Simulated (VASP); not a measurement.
# Au in VASP: a series of runs

The runs below take Au through single point, with PBEsol.

Program: VASP 6.6.1. These are calculated values, not measurements. Logs are shortened: lines on timing, memory, paths and dates and some standing lists are left out, and cuts for length are marked.

## (1) The cell of the first run

The cell holds a slab with vacuum, 2 atoms: a = 2.888 Å, b = 2.888 Å, c = 18.358 Å, α = 90.00°, β = 90.00°, γ = 120.00°.

## (2) Single point, PBEsol

INCAR reads:

```
ALGO = Normal
DIPOL = 0.5 0.5 0.500
EDIFF = 1E-6
ENCUT = 400
GGA = PS
GGA_COMPAT = F
IDIPOL = 3
ISIF = 2
ISMEAR = -1
LASPH = T
LCHARG = T
LDIPOL = T
LELF = T
LREAL = F
LVACPOTAV = T
LVHAR = T
LWAVE = F
NBANDS = 18
NELM = 120
NELMDL = -8
PREC = Accurate
SIGMA = 0.05
```

KPOINTS reads:

```
k-points
0
Gamma
  14 14 1
```

POSCAR reads:

```
Au
1.0
    2.8875949632      0.0000000000      0.0000000000
   -1.4437974816      2.5007305940      0.0000000000
    0.0000000000      0.0000000000     18.3577000000
Au
2
Direct
    0.8333333330      0.1666666670      0.4357841282
    0.1666666670      0.8333333330      0.5642158718
```

Potentials or basis: VASP PAW PBE potentials, release 64 (Au).

On the command line:

```sh
$ cat potpaw_PBE.64/Au/POTCAR > POTCAR
$ mpirun -np 1 vasp_std > vasp.out
```

OUTCAR:

```text
EDIFF = 1E-6
   ENCUT = 400
   GGA = PS
   ISIF = 2
   ISMEAR = -1
   LASPH = T
   LREAL = F
   NELM = 120
   NELMDL = -8
   PREC = Accurate

 ion  position               nearest neighbor table
   1  0.833  0.167  0.436-   2 2.89   2 2.89   2 2.89
   2  0.167  0.833  0.564-   1 2.89   1 2.89   1 2.89

  LATTYP: Found a hexagonal cell.
 ALAT       =     2.8875949632
 C/A-ratio  =     6.3574359403

  Lattice vectors:

 A1 = (   2.8875949632,   0.0000000000,   0.0000000000)
 A2 = (  -1.4437974816,   2.5007305940,   0.0000000000)
 A3 = (   0.0000000000,   0.0000000000,  18.3577000000)

Analysis of symmetry for initial positions (statically):
=====================================================================
 Subroutine PRICEL returns:
 Original cell was already a primitive cell.

 Routine SETGRP: Setting up the symmetry group for a
 hexagonal supercell.

 Subroutine GETGRP returns: Found 12 space group operations
 (whereof  4 operations were pure point group operations)
 out of a pool of 24 trial point group operations.

The static configuration has the point symmetry C_2h.
 The point group associated with its full space group is D_3d.

Analysis of symmetry for dynamics (positions and initial velocities):
=====================================================================
 Subroutine PRICEL returns:
 Original cell was already a primitive cell.

 Routine SETGRP: Setting up the symmetry group for a
 hexagonal supercell.

 Subroutine GETGRP returns: Found 12 space group operations
 (whereof  4 operations were pure point group operations)
 out of a pool of 24 trial point group operations.

The dynamic configuration has the point symmetry C_2h.
 The point group associated with its full space group is D_3d.

 Subroutine INISYM returns: Found 12 space group operations
 (whereof  4 operations are pure point group operations),
 and found     1 'primitive' translations

----------------------------------------------------------------------------------------

                                     Primitive cell

  volume of cell :     132.5627

  direct lattice vectors                    reciprocal lattice vectors
     2.887594963  0.000000000  0.000000000     0.346308957  0.199941570  0.000000000
    -1.443797482  2.500730594  0.000000000     0.000000000  0.399883139  0.000000000
     0.000000000  0.000000000 18.357700000     0.000000000  0.000000000  0.054473055

  length of vectors
     2.887594963  2.887594963 18.357700000     0.399883139  0.399883139  0.054473055

  position of ions in fractional coordinates (direct lattice)
     0.833333333  0.166666667  0.435784128
     0.166666667  0.833333333  0.564215872

  ion indices of the primitive-cell ions
   primitive index   ion index
                 1           1
                 2           2

----------------------------------------------------------------------------------------

 KPOINTS: k-points

Automatic generation of k-mesh.
 Grid dimensions read from file:
 generate k-points for:   14   14    1

 Generating k-lattice:

  Cartesian coordinates                     Fractional coordinates (reciprocal lattice)
     0.024736354  0.014281541  0.000000000     0.071428571  0.000000000  0.000000000
     0.000000000  0.028563081  0.000000000     0.000000000  0.071428571  0.000000000
     0.000000000  0.000000000  0.054473055     0.000000000  0.000000000  1.000000000

  Length of vectors
     0.028563081  0.028563081  0.054473055

  Shift w.r.t. Gamma in fractional coordinates (k-lattice)
     0.000000000  0.000000000  0.000000000

 Subroutine IBZKPT returns following result:
 ===========================================

 Found     24 irreducible k-points:

 Following reciprocal coordinates:
            Coordinates               Weight
  0.000000  0.000000  0.000000      1.000000
  0.071429  0.000000  0.000000      6.000000
  0.142857  0.000000  0.000000      6.000000
  0.214286  0.000000  0.000000      6.000000
  0.285714  0.000000  0.000000      6.000000
  0.357143  0.000000  0.000000      6.000000
[... 16 lines left out ...]
  0.285714  0.285714  0.000000      6.000000
  0.357143  0.285714  0.000000      6.000000
   k-points           NKPTS =     24   k-points in BZ     NKDIM =     24   number of bands    NBANDS=     18
   number of dos      NEDOS =    301   number of ions     NIONS =      2
   total plane-waves  NPLWV =  48000
   dimension x,y,z NGX =    20 NGY =   20 NGZ =  120
   dimension x,y,z NGXF=    40 NGYF=   40 NGZF=  240
   ions per type =               2
   NGX,Y,Z   is equivalent  to a cutoff of  11.51, 11.51, 10.87 a.u.
   NGXF,Y,Z  is equivalent  to a cutoff of  23.03, 23.03, 21.73 a.u.
 SYSTEM =  unknown system
   PREC   = accura    normal or accurate (medium, high low for compatibility)
   ISTART =      0    job   : 0-new  1-cont  2-samecut
   ICHARG =      2    charge: 1-file 2-atom 10-const
   ISPIN  =      1    spin polarized calculation?
   LNONCOLLINEAR =      F non collinear calculations
   LSORBIT =      F    spin-orbit coupling
   LASPH  =      T    aspherical Exc in radial PAW
   ENCUT  =  400.0 eV  29.40 Ry    5.42 a.u.   4.71  4.71 29.94*2*pi/ulx,y,z
   NELM   =    120;   NELMIN=  2; NELMDL= -8     # of ELM steps
   EDIFF  = 0.1E-05   stopping-criterion for ELM
   LREAL  =      F    real-space projection
   EDIFFG = 0.1E-04   stopping-criterion for IOM
   NSW    =      0    number of steps for IOM
   IBRION =     -1    ionic relax: 0-MD 1-quasi-New 2-CG
   NFREE  =      0    steps in history (QN), initial steepest desc. (CG)
   ISIF   =      2    stress and relaxation
   ISYM   =      2    0-nonsym 1-usesym 2-fastsym
   POTIM  = 0.5000    time-step for ionic-motion
   TEBEG  =    0.0;   TEEND  =   0.0 temperature during run
   PSTRESS=    0.0 pullay stress
   NELECT =      22.0000    total number of electrons
   NUPDOWN=      -1.0000    fix difference up-down
   EMIN   =  10.00;   EMAX   =-10.00  energy-range for DOS
   EFERMI =   0.00;   METHOD = LEGACY
   ISMEAR =    -1;   SIGMA  =   0.05  broadening in eV -4-tet -1-fermi 0-gaus
   EFERMI_NEDOS =   21; number of points for ismear=-14 and -15
   IALGO  =     38    algorithm
   IMIX   =      4    mixing-type and parameters
     AMIX     =   0.40;   BMIX     =  1.00
     AMIX_MAG =   1.60;   BMIX_MAG =  1.00
  volume/ion in A,a.u.               =      66.28       447.29
  Fermi-wavevector in a.u.,A,eV,Ry     =   0.899653  1.700098 11.012233  0.809376
  Thomas-Fermi vector in A             =   2.022514
   LORBIT       =      0    0 simple, 1 ext, 2 COOP (PROOUT), +10 PAW based schemes
   GGA     = PS    functional components
   LHFCALC =     F    Hartree Fock is set to
   AEXX    =    0.0000 exact exchange contribution
   IVDW    =     0    specifies the selected vdW correction
   LEPSILON=     F    determine dielectric tensor
   LRPA    =     F    only Hartree local field effects (RPA)
 non-spin polarized calculation
  energy-cutoff  :      400.00
  volume of cell :      132.56
 maximum number of plane-waves:      2427
 NGX is ok and might be reduce to    20
   NGX =  9   NGY =  9   NGZ = 59

 dipolmoment           0.000000      0.000000      0.000000 electrons x Angstroem

 number of electron      22.0000002 magnetization

 dipolmoment           0.000000      0.000000     -0.000000 electrons x Angstroem

 Free energy of the ion-electron system (eV)
  ---------------------------------------------------
  ext. energy  EPLUGINS =         0.00000000
  ---------------------------------------------------
  free energy    TOTEN  =        -6.97647601 eV

  energy without entropy =       -6.96949191  energy(sigma->0) =       -6.97298396

 E-fermi :  -1.6852     XC(G=0):  -4.1686

 val. band max:       -1.6858904609   @ k =   0.2143   0.1429   0.0000
 cond. band min:      -1.6034373980   @ k =   0.2857   0.0714   0.0000
 fundamental gap:      0.0824530630
 Fermi energy:        -1.6852058847

 k-point     1 :       0.0000    0.0000    0.0000
  band No.  band energies     occupation
      1      -9.9699      2.00000
      2      -8.4794      2.00000
      3      -5.8584      2.00000
      4      -5.7246      2.00000
      5      -5.7246      2.00000
      6      -5.6004      2.00000
[... 10 lines left out ...]
     17       5.4937      0.00000
     18       7.9439      0.00000

 k-point     2 :       0.0714    0.0000    0.0000
  band No.  band energies     occupation
      1      -9.8121      2.00000
      2      -8.3283      2.00000
      3      -5.8854      2.00000
      4      -5.7608      2.00000
      5      -5.6731      2.00000
      6      -5.6255      2.00000
[... 10 lines left out ...]
     17       5.5971      0.00000
     18       8.0715      0.00000

 k-point     3 :       0.1429    0.0000    0.0000
  band No.  band energies     occupation
      1      -9.3647      2.00000
      2      -7.9171      2.00000
      3      -6.0227      2.00000
      4      -5.9388      2.00000
      5      -5.6891      2.00000
      6      -5.3471      2.00000
[... 10 lines left out ...]
     17       5.9086      0.00000
     18       8.4514      0.00000

 k-point     4 :       0.2143    0.0000    0.0000
  band No.  band energies     occupation
      1      -8.7324      2.00000
      2      -7.4502      2.00000
      3      -6.2859      2.00000
      4      -6.0336      2.00000
      5      -5.5696      2.00000
      6      -5.2010      2.00000
[... 375 lines left out ...]
      4      -5.7869      2.00000
      5      -5.6696      2.00000
      6      -5.0108      2.00000
[... 10 lines left out ...]
     17       8.8773      0.00000
     18       9.0620      0.00000

 k-point    23 :       0.2857    0.2857    0.0000
  band No.  band energies     occupation
      1      -6.9387      2.00000
      2      -6.6463      2.00000
      3      -6.6335      2.00000
      4      -5.7080      2.00000
      5      -5.6718      2.00000
      6      -5.3250      2.00000
[... 10 lines left out ...]
     17       7.7428      0.00000
     18       8.9193      0.00000

 k-point    24 :       0.3571    0.2857    0.0000
  band No.  band energies     occupation
      1      -6.8430      2.00000
      2      -6.6508      2.00000
      3      -6.5875      2.00000
      4      -5.7471      2.00000
      5      -5.5582      2.00000
      6      -5.3522      2.00000
[... 10 lines left out ...]
     17       8.4710      0.00000
     18       9.2399      0.00000

------------------------ aborting loop because EDIFF is reached ----------------------------------------

  FORCE on cell =-STRESS in cart. coord.  units (eV):
  Direction    XX          YY          ZZ          XY          YZ          ZX
  --------------------------------------------------------------------------------------
  -------------------------------------------------------------------------------------
  Total       -3.1111100     -3.1111100      0.4668022      0.0000000      0.0000000      0.0000000
  in kB      -37.6014422    -37.6014422      5.6418560      0.0000000      0.0000000      0.0000000
  external PRESSURE =     -23.1870095 kB  Pullay stress =       0.0000000 kB

 VOLUME and BASIS-vectors are now :
 -----------------------------------------------------------------------------
  energy-cutoff  :      400.00
  volume of cell :      132.56
      direct lattice vectors                 reciprocal lattice vectors
     2.887594963  0.000000000  0.000000000     0.346308957  0.199941570  0.000000000
    -1.443797482  2.500730594  0.000000000     0.000000000  0.399883139  0.000000000
     0.000000000  0.000000000 18.357700000     0.000000000  0.000000000  0.054473055

 POSITION                                       TOTAL-FORCE (eV/Angst)
 -----------------------------------------------------------------------------------
      2.16570      0.41679      7.99999        -0.000000      0.000000     -0.207412
     -0.72190      2.08394     10.35771         0.000000     -0.000000      0.207412
 -----------------------------------------------------------------------------------
    total drift:                                0.000000      0.000000     -0.000000

  FREE ENERGIE OF THE ION-ELECTRON SYSTEM (eV)
  ---------------------------------------------------
  free  energy   TOTEN  =        -6.9764760059 eV

  energy  without entropy=       -6.9694919077  energy(sigma->0) =       -6.97298396

 vacuum level on the upper side and lower side of the slab         3.698         3.698
```

Wall time 83 s (1 thread of Intel Xeon 8259CL, shared host); peak memory 0.21 GiB.

What came out:

* Free energy: -6.9765 eV
* Largest force: 0.207 eV/Å
* Band gap on the k mesh: zero (bands 11 and 12 overlap by 5.00 eV)

Forces on the atoms (eV/Å):
```
Au   0.000  0.000 -0.207
Au   0.000  0.000  0.207
```

Caveat: the PAW data sets were made with another functional, which shifts forces and pressure a little; spin-orbit coupling is left out, which moves the levels of the heavy elements.

## (3) Single point, PBEsol

INCAR reads:

```
PREC     = Accurate       # precision mode
ENCUT    = 400            # plane-wave cutoff, eV
EDIFF    = 1E-6           # SCF threshold, eV
ISMEAR   = -1             # smearing method
SIGMA    = 0.05           # smearing width, eV
LREAL    = F              # projectors in reciprocal space
LASPH    = T              # aspherical terms in the spheres
NELM     = 120            # most SCF steps
ALGO     = Normal         # electronic algorithm
ISIF     = 2              # what is computed and relaxed
LWAVE    = F              # write WAVECAR
LCHARG   = F              # write CHGCAR
LDIPOL   = T            
IDIPOL   = 3            
DIPOL    = 0.5 0.5 0.500
GGA      = PS             # functional
NBANDS   = 18             # bands
GGA_COMPAT= F            
NELMDL   = -8
```

KPOINTS reads:

```
regular mesh
0
Gamma
  14 14 1
```

POSCAR reads:

```
Au
1.0
    2.8875949632      0.0000000000      0.0000000000
   -1.4437974816      2.5007305940      0.0000000000
    0.0000000000      0.0000000000     18.3577000000
Au
2
Direct
    0.8333333333      0.1666666667      0.4343238262
    0.1666666667      0.8333333333      0.5656761738
```

Potentials or basis: VASP PAW PBE potentials, release 64 (Au).

On the command line:

```sh
$ cat potpaw_PBE.64/Au/POTCAR > POTCAR
$ mpirun -np 1 vasp_std > vasp.out
```

It took 68 s on 1 thread of Intel Xeon 8259CL, shared host; peak memory 0.21 GiB.

The run converged. Its results:

- Free energy: -6.9817 eV
- Largest force: 0.004 eV/Å
- Band gap on the k mesh: zero (bands 11 and 12 overlap by 5.03 eV)

Forces on the atoms (eV/Å):
```
Au   0.000  0.000  0.004
Au   0.000  0.000 -0.004
```

Levels at points of the mesh, in eV from the Fermi level:
```
           k point  band 8  band 9  band 10  band 11  band 12  band 13  band 14  band 15
(0.00, 0.00, 0.00)   -2.44   -2.44    -2.09    -1.79    -1.79     0.80     5.16     5.38
(0.50, 0.00, 0.00)   -1.96   -1.32    -1.23     0.91     1.79     4.16     4.32     7.77
```

Caveat: the PAW data sets were made with another functional, which shifts forces and pressure a little; spin-orbit coupling is left out, which moves the levels of the heavy elements.
